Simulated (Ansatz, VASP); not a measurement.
## Mo in VASP and in Ansatz

```xyz
1
Lattice="-1.5710 1.5710 1.6338 1.5710 -1.5710 1.6338 1.5710 1.5710 -1.6338" Properties=species:S:1:pos:R:3 pbc="T T T"
Mo    0.0000    0.0000    0.0000
```

Change from the starting cell: strain +0.000 along x and y, +0.040 along z, atoms carried along.

Alike in both runs: task single point; functional r2SCAN; k mesh 22 × 22 × 22; occupations gaussian, width 0.15 eV; no spin polarisation.

|  | VASP | Ansatz |
| --- | --- | --- |
| version | VASP 6.6.1 | Ansatz 0.2.0 |
| potentials or method | VASP PAW PBE potentials, release 64 (Mo_sv), cutoff 520 eV | scalar-relativistic, plane waves, PAW |
| valence electrons in the cell | 14 | 14 |

|  | VASP | Ansatz | Ansatz less VASP |
| --- | --- | --- | --- |
| gap on the k mesh at the Fermi level (eV) | none | none | - |
| pressure (GPa) | -6.7 | -7.7 | -0.99 |
| traceless stress, the component that is largest in VASP (GPa) | -7.77 | -7.78 | -0.002 |

VASP's potentials were made for PBE, not for r2SCAN. A gap of «none» marks a metal or a gap that the smearing closes. The functional is the same, so the differences come from potentials, cutoffs and numerics.
